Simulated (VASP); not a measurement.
# Al2BP3 (P4/mmm) in VASP: further runs

The runs below take Al2BP3 through single point, with PBE.

Everything below comes from runs of VASP 6.6.1. Logs are shortened: lines on timing, memory, paths and dates and some standing lists are left out, and cuts for length are marked.

**1. The cell of the first run**

Symmetry: P4/mmm, No. 123, tetragonal system. Conventional cell: a = 3.013 Å, b = 3.013 Å, c = 8.783 Å, α = 90.00°, β = 90.00°, γ = 90.00°. Al (site symmetry 4mm) has 8 P at 2.67 to 2.70 Å and 1 B at 2.79 Å and 5 Al at 3.01 to 3.20 Å within 3.5 Å. Within 3.2 Å of B (site symmetry 4/mmm) lie 8 P at 2.41 Å and 2 Al at 2.79 Å and 4 B at 3.01 Å. P (site symmetry 4mm) has 1 P at 2.25 Å and 4 B at 2.41 Å and 4 Al at 2.70 Å within 3.0 Å. Within 3.5 Å of P (site symmetry 4/mmm) lie 8 Al at 2.67 Å and 6 P at 3.01 to 3.27 Å.

**2. Single point, PBE**

Input file INCAR:

```
PREC = Accurate ; ENCUT = 520
EDIFF = 1E-6 ; ISMEAR = 0
SIGMA = 0.1 ; LREAL = F
LASPH = T ; NELM = 60
ALGO = Normal ; ISIF = 2
LWAVE = F ; LCHARG = T
GGA = PE ; LELF = T
LVHAR = T ; NBANDS = 21
```

Input file KPOINTS:

```
Automatic mesh
0
Gamma
  6 6 2
```

Input file POSCAR:

```
Al2BP3
1.0
    3.0131248833      0.0000000000      0.0000000000
    0.0000000000      3.0131248833      0.0000000000
    0.0000000000      0.0000000000      8.7828453742
Al B P
2 1 3
Direct
    0.0000000000      0.0000000000      0.3176250105
    0.0000000000      0.0000000000      0.6823749895
    0.0000000000      0.0000000000      0.0000000000
    0.5000000000      0.5000000000      0.1282382924
    0.5000000000      0.5000000000      0.5000000000
    0.5000000000      0.5000000000      0.8717617076
```

Potentials or basis: VASP PAW PBE potentials, release 64 (Al, B, P).

Command:

```sh
$ cat potpaw_PBE.64/Al/POTCAR potpaw_PBE.64/B/POTCAR potpaw_PBE.64/P/POTCAR > POTCAR
$ mpirun -np 1 vasp_std > vasp.out
```

OUTCAR:

```text
PREC = Accurate
   ENCUT = 520
   EDIFF = 1E-6
   ISMEAR = 0
   LREAL = F
   LASPH = T
   NELM = 60
   ISIF = 2
   GGA = PE

 ion  position               nearest neighbor table
   1  0.000  0.000  0.318-   5 2.67   5 2.67   5 2.67   5 2.67   4 2.70   4 2.70   4 2.70   4 2.70
                             2 3.20
   2  0.000  0.000  0.682-   5 2.67   5 2.67   5 2.67   5 2.67   6 2.70   6 2.70   6 2.70   6 2.70
                             1 3.20
   3  0.000  0.000  0.000-   4 2.41   6 2.41   4 2.41   6 2.41   4 2.41   6 2.41   4 2.41   6 2.41

   4  0.500  0.500  0.128-   6 2.25   3 2.41   3 2.41   3 2.41   3 2.41   1 2.70   1 2.70   1 2.70
                             1 2.70
   5  0.500  0.500  0.500-   1 2.67   2 2.67   1 2.67   2 2.67   1 2.67   2 2.67   1 2.67   2 2.67

   6  0.500  0.500  0.872-   4 2.25   3 2.41   3 2.41   3 2.41   3 2.41   2 2.70   2 2.70   2 2.70
                             2 2.70

  LATTYP: Found a simple tetragonal cell.
 ALAT       =     3.0131248833
 C/A-ratio  =     2.9148627137

  Lattice vectors:

 A1 = (   3.0131248833,   0.0000000000,   0.0000000000)
 A2 = (   0.0000000000,   3.0131248833,   0.0000000000)
 A3 = (   0.0000000000,   0.0000000000,   8.7828453742)

Analysis of symmetry for initial positions (statically):
=====================================================================
 Subroutine PRICEL returns:
 Original cell was already a primitive cell.

 Routine SETGRP: Setting up the symmetry group for a
 simple tetragonal supercell.

 Subroutine GETGRP returns: Found 16 space group operations
 (whereof 16 operations were pure point group operations)
 out of a pool of 16 trial point group operations.

The static configuration has the point symmetry D_4h.

Analysis of symmetry for dynamics (positions and initial velocities):
=====================================================================
 Subroutine PRICEL returns:
 Original cell was already a primitive cell.

 Routine SETGRP: Setting up the symmetry group for a
 simple tetragonal supercell.

 Subroutine GETGRP returns: Found 16 space group operations
 (whereof 16 operations were pure point group operations)
 out of a pool of 16 trial point group operations.

The dynamic configuration has the point symmetry D_4h.

 Subroutine INISYM returns: Found 16 space group operations
 (whereof 16 operations are pure point group operations),
 and found     1 'primitive' translations

----------------------------------------------------------------------------------------

                                     Primitive cell

  volume of cell :      79.7388

  direct lattice vectors                    reciprocal lattice vectors
     3.013124883  0.000000000  0.000000000     0.331881365  0.000000000  0.000000000
     0.000000000  3.013124883  0.000000000     0.000000000  0.331881365  0.000000000
     0.000000000  0.000000000  8.782845374     0.000000000  0.000000000  0.113858318

  length of vectors
     3.013124883  3.013124883  8.782845374     0.331881365  0.331881365  0.113858318

  position of ions in fractional coordinates (direct lattice)
     0.000000000  0.000000000  0.317625011
     0.000000000  0.000000000  0.682374989
     0.000000000  0.000000000  0.000000000
     0.500000000  0.500000000  0.128238292
     0.500000000  0.500000000  0.500000000
     0.500000000  0.500000000  0.871761708

  ion indices of the primitive-cell ions
   primitive index   ion index
                 1           1
                 2           2
                 3           3
                 4           4
                 5           5
                 6           6

----------------------------------------------------------------------------------------

 KPOINTS: Automatic mesh

Automatic generation of k-mesh.
 Grid dimensions read from file:
 generate k-points for:    6    6    2

 Generating k-lattice:

  Cartesian coordinates                     Fractional coordinates (reciprocal lattice)
     0.055313561  0.000000000  0.000000000     0.166666667  0.000000000  0.000000000
     0.000000000  0.055313561  0.000000000     0.000000000  0.166666667  0.000000000
     0.000000000  0.000000000  0.056929159     0.000000000  0.000000000  0.500000000

  Length of vectors
     0.055313561  0.055313561  0.056929159

  Shift w.r.t. Gamma in fractional coordinates (k-lattice)
     0.000000000  0.000000000  0.000000000

 Subroutine IBZKPT returns following result:
 ===========================================

 Found     20 irreducible k-points:

 Following reciprocal coordinates:
            Coordinates               Weight
  0.000000  0.000000  0.000000      1.000000
  0.166667  0.000000  0.000000      4.000000
  0.333333  0.000000  0.000000      4.000000
  0.500000  0.000000  0.000000      2.000000
  0.166667  0.166667  0.000000      4.000000
  0.333333  0.166667  0.000000      8.000000
[... 12 lines left out ...]
  0.500000  0.333333  0.500000      4.000000
  0.500000  0.500000  0.500000      1.000000
   k-points           NKPTS =     20   k-points in BZ     NKDIM =     20   number of bands    NBANDS=     21
   number of dos      NEDOS =    301   number of ions     NIONS =      6
   total plane-waves  NPLWV =  40320
   dimension x,y,z NGX =    24 NGY =   24 NGZ =   70
   dimension x,y,z NGXF=    48 NGYF=   48 NGZF=  140
   ions per type =               2   1   3
   NGX,Y,Z   is equivalent  to a cutoff of  13.24, 13.24, 13.25 a.u.
   NGXF,Y,Z  is equivalent  to a cutoff of  26.48, 26.48, 26.50 a.u.
 SYSTEM =  unknown system
   PREC   = accura    normal or accurate (medium, high low for compatibility)
   ISTART =      0    job   : 0-new  1-cont  2-samecut
   ICHARG =      2    charge: 1-file 2-atom 10-const
   ISPIN  =      1    spin polarized calculation?
   LNONCOLLINEAR =      F non collinear calculations
   LSORBIT =      F    spin-orbit coupling
   LASPH  =      T    aspherical Exc in radial PAW
   ENCUT  =  520.0 eV  38.22 Ry    6.18 a.u.   5.60  5.60 16.33*2*pi/ulx,y,z
   NELM   =     60;   NELMIN=  2; NELMDL= -5     # of ELM steps
   EDIFF  = 0.1E-05   stopping-criterion for ELM
   LREAL  =      F    real-space projection
   EDIFFG = 0.1E-04   stopping-criterion for IOM
   NSW    =      0    number of steps for IOM
   IBRION =     -1    ionic relax: 0-MD 1-quasi-New 2-CG
   NFREE  =      0    steps in history (QN), initial steepest desc. (CG)
   ISIF   =      2    stress and relaxation
   ISYM   =      2    0-nonsym 1-usesym 2-fastsym
   POTIM  = 0.5000    time-step for ionic-motion
   TEBEG  =    0.0;   TEEND  =   0.0 temperature during run
   PSTRESS=    0.0 pullay stress
   NELECT =      24.0000    total number of electrons
   NUPDOWN=      -1.0000    fix difference up-down
   EMIN   =  10.00;   EMAX   =-10.00  energy-range for DOS
   EFERMI =   0.00;   METHOD = LEGACY
   ISMEAR =     0;   SIGMA  =   0.10  broadening in eV -4-tet -1-fermi 0-gaus
   EFERMI_NEDOS =   21; number of points for ismear=-14 and -15
   IALGO  =     38    algorithm
   IMIX   =      4    mixing-type and parameters
     AMIX     =   0.40;   BMIX     =  1.00
     AMIX_MAG =   1.60;   BMIX_MAG =  1.00
  volume/ion in A,a.u.               =      13.29        89.68
  Fermi-wavevector in a.u.,A,eV,Ry     =   1.097123  2.073262 16.377052  1.203679
  Thomas-Fermi vector in A             =   2.233478
   LORBIT       =      0    0 simple, 1 ext, 2 COOP (PROOUT), +10 PAW based schemes
   GGA     = PE    functional components
   LHFCALC =     F    Hartree Fock is set to
   AEXX    =    0.0000 exact exchange contribution
   IVDW    =     0    specifies the selected vdW correction
   LEPSILON=     F    determine dielectric tensor
   LRPA    =     F    only Hartree local field effects (RPA)
 non-spin polarized calculation
 Gauss-broadening in eV      SIGMA  =   0.10
  energy-cutoff  :      520.00
  volume of cell :       79.74
 maximum number of plane-waves:      2172
 NGX is ok and might be reduce to    24
   NGX = 11   NGY = 11   NGZ = 33

 number of electron      23.9999995 magnetization

 Free energy of the ion-electron system (eV)
  ---------------------------------------------------
  ext. energy  EPLUGINS =         0.00000000
  ---------------------------------------------------
  free energy    TOTEN  =       -27.23347085 eV

  energy without entropy =      -27.22418557  energy(sigma->0) =      -27.22882821

 E-fermi :   9.5836     XC(G=0): -11.2306

 val. band max:        9.4772369163   @ k =   0.0000   0.0000   0.5000
 cond. band min:       9.5919135875   @ k =   0.3333   0.1667   0.5000
 fundamental gap:      0.1146766712
 Fermi energy:         9.5836215850

 k-point     1 :       0.0000    0.0000    0.0000
  band No.  band energies     occupation
      1      -6.4501      2.00000
      2      -4.2464      2.00000
      3      -3.3888      2.00000
      4       1.8133      2.00000
      5       2.2841      2.00000
      6       7.0557      2.00000
[... 13 lines left out ...]
     20      14.9968      0.00000
     21      14.9968      0.00000

 k-point     2 :       0.1667    0.0000    0.0000
  band No.  band energies     occupation
      1      -6.0666      2.00000
      2      -3.8487      2.00000
      3      -2.9786      2.00000
      4       2.1757      2.00000
      5       2.6966      2.00000
      6       4.1479      2.00000
[... 13 lines left out ...]
     20      15.4520      0.00000
     21      16.9251      0.00000

 k-point     3 :       0.3333    0.0000    0.0000
  band No.  band energies     occupation
      1      -4.9957      2.00000
      2      -2.7311      2.00000
      3      -1.8066      2.00000
      4       0.8524      2.00000
      5       3.1039      2.00000
      6       3.3460      2.00000
[... 13 lines left out ...]
     20      15.9858      0.00000
     21      16.4780      0.00000
[... 361 lines left out ...]
 k-point    19 :       0.5000    0.3333    0.5000
  band No.  band energies     occupation
      1      -2.5645      2.00000
      2      -0.5459      2.00000
      3       0.6677      2.00000
      4       1.4443      2.00000
      5       2.4357      2.00000
      6       3.6076      2.00000
[... 13 lines left out ...]
     20      12.8581      0.00000
     21      14.9065      0.00000

 k-point    20 :       0.5000    0.5000    0.5000
  band No.  band energies     occupation
      1      -1.6591      2.00000
      2       0.4276      2.00000
      3       1.9409      2.00000
      4       1.9409      2.00000
      5       2.3324      2.00000
      6       3.5707      2.00000
[... 13 lines left out ...]
     20      13.5876      0.00000
     21      14.3554      0.00000

------------------------ aborting loop because EDIFF is reached ----------------------------------------

  FORCE on cell =-STRESS in cart. coord.  units (eV):
  Direction    XX          YY          ZZ          XY          YZ          ZX
  --------------------------------------------------------------------------------------
  -------------------------------------------------------------------------------------
  Total       -0.0554539     -0.0554539     -0.1476138      0.0000000      0.0000000      0.0000000
  in kB       -1.1142259     -1.1142259     -2.9659794      0.0000000      0.0000000      0.0000000
  external PRESSURE =      -1.7314771 kB  Pullay stress =       0.0000000 kB

 VOLUME and BASIS-vectors are now :
 -----------------------------------------------------------------------------
  energy-cutoff  :      520.00
  volume of cell :       79.74
      direct lattice vectors                 reciprocal lattice vectors
     3.013124883  0.000000000  0.000000000     0.331881365  0.000000000  0.000000000
     0.000000000  3.013124883  0.000000000     0.000000000  0.331881365  0.000000000
     0.000000000  0.000000000  8.782845374     0.000000000  0.000000000  0.113858318

 POSITION                                       TOTAL-FORCE (eV/Angst)
 -----------------------------------------------------------------------------------
      0.00000      0.00000      2.78965        -0.000000     -0.000000     -0.009419
      0.00000      0.00000      5.99319        -0.000000     -0.000000      0.009419
      0.00000      0.00000      0.00000        -0.000000     -0.000000     -0.000000
      1.50656      1.50656      1.12630         0.000000      0.000000     -0.079629
      1.50656      1.50656      4.39142        -0.000000     -0.000000     -0.000000
      1.50656      1.50656      7.65655        -0.000000     -0.000000      0.079629
 -----------------------------------------------------------------------------------
    total drift:                               -0.000000     -0.000000      0.000000

  FREE ENERGIE OF THE ION-ELECTRON SYSTEM (eV)
  ---------------------------------------------------
  free  energy   TOTEN  =       -27.2334708466 eV

  energy  without entropy=      -27.2241855747  energy(sigma->0) =      -27.22882821
```

Run time: 15 s. Hardware: 1 thread of Intel Xeon Platinum 8559C (Emerald Rapids), shared host; peak memory 0.2 GiB.

What came out:

| Item | Value |
| --- | --- |
| Free energy | -27.2335 eV |
| Pressure | -0.2 GPa |
| Largest force | 0.080 eV/Å |
| Band gap on the k mesh | zero (band 12 reaches 11.12 eV, above the bottom of band 13 at 6.85 eV) |

Forces in eV/Å, atoms in the order of the input:
```
Al   0.000  0.000 -0.009
Al   0.000  0.000  0.009
B    0.000  0.000  0.000
P    0.000  0.000 -0.080
P    0.000  0.000  0.000
P    0.000  0.000  0.080
```

Stress tensor (GPa, compression positive):
```
-0.11  0.00  0.00
 0.00 -0.11  0.00
 0.00  0.00 -0.30
```

Levels at points of the mesh, in eV from the Fermi level:
```csv
k point,band 10,band 11,band 12,band 13,band 14,band 15
"(0.00, 0.00, 0.00)",0.11,0.11,1.04,1.04,1.85,2.90
"(0.50, 0.00, 0.00)",-2.14,0.45,1.53,1.94,2.61,2.72
"(0.50, 0.50, 0.00)",-4.57,-3.28,-2.98,-2.73,-1.92,0.40
"(0.00, 0.00, 0.50)",-0.11,-0.11,1.46,1.46,2.13,3.33
"(0.50, 0.00, 0.50)",0.12,0.49,1.35,1.52,1.54,1.69
"(0.50, 0.50, 0.50)",-3.75,-3.75,-3.52,-1.83,-1.51,-1.51
```

(Part 1 of 2 ends here.)
